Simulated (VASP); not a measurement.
An input for VASP 6.6.1 (LiSi16 (a cell with a defect)):

Contents of INCAR:

```
ALGO = Normal ; EDIFF = 1E-6
ENCUT = 520 ; GGA = PS
ISIF = 2 ; ISMEAR = 0
LASPH = T ; LCHARG = F
LREAL = Auto ; LWAVE = F
NBANDS = 48 ; NELECT = 66.0
NELM = 60 ; PREC = Accurate
SIGMA = 0.05
```

File KPOINTS:

```
k-points
0
Gamma
  2 2 2
```

File POSCAR:

```
LiSi16
1.0
    0.0000000000      5.4300000000      5.4300000000
    5.4300000000      0.0000000000      5.4300000000
    5.4300000000      5.4300000000      0.0000000000
Si Li
16 1
Direct
    0.0086867403     -0.0267040516      0.0088092081
    0.1203919890      0.1216741252      0.1205131676
   -0.0173456722      0.0080917127      0.5044292818
    0.1203930018      0.1216755064      0.6370217311
   -0.0005848987      0.4950441989     -0.0004651934
    0.1329668508      0.6004631676      0.1330876611
   -0.0005843462      0.4950460405      0.5056112339
    0.1165237569      0.6314707182      0.6258066298
    0.5043081952      0.0080901473     -0.0172229282
    0.6368990792      0.1216760589      0.1205147330
    0.5043079190      0.0080860037      0.5044292818
    0.6152667587      0.1535546041      0.6153895948
    0.5054904236      0.4950467772     -0.0004644567
    0.6256867403      0.6314696133      0.1166445672
    0.4917110497      0.5242324125      0.4918314917
    0.6256872928      0.6314662983      0.6258071823
    0.3473200737     -0.0426058932      0.3474429098
```

Potentials or basis: VASP PAW PBE potentials, release 64 (Si, Li_sv).

Launch:

```bash
$ cat potpaw_PBE.64/Si/POTCAR potpaw_PBE.64/Li_sv/POTCAR > POTCAR
$ mpirun -np 1 vasp_std > vasp.out
```

**Question.** How does this run end?

**Answer.** The run stopped without a result. It printed:

OUTCAR:

```text
EDIFF = 1E-6
   ENCUT = 520
   GGA = PS
   ISIF = 2
   ISMEAR = 0
   LASPH = T
   LREAL = Auto
   NELECT = 66.0
   NELM = 60
   PREC = Accurate
[... 61 lines left out ...]
|     E        R     R  R     R  O     O  R     R     ###     ###     ###     |
|     E        R     R  R     R  O     O  R     R     ###     ###     ###     |
|     EEEEE    RRRRRR   RRRRRR   O     O  RRRRRR       #       #       #      |
|     E        R   R    R   R    O     O  R   R                               |
|     E        R    R   R    R   O     O  R    R      ###     ###     ###     |
|     EEEEEEE  R     R  R     R  OOOOOOO  R     R     ###     ###     ###     |
|                                                                             |
|     VERY BAD NEWS! internal error in subroutine INVGRP: inverse of          |
|     rotation matrix was not found (increase SYMPREC) 2                      |
|                                                                             |
|       ---->  I REFUSE TO CONTINUE WITH THIS SICK JOB ... BYE!!! <----       |
|                                                                             |
 -----------------------------------------------------------------------------
```

On the terminal:

```text
POSCAR found type information on POSCAR SiLi
 POSCAR found :  2 types and      17 ions
[... 26 lines left out ...]

1
```
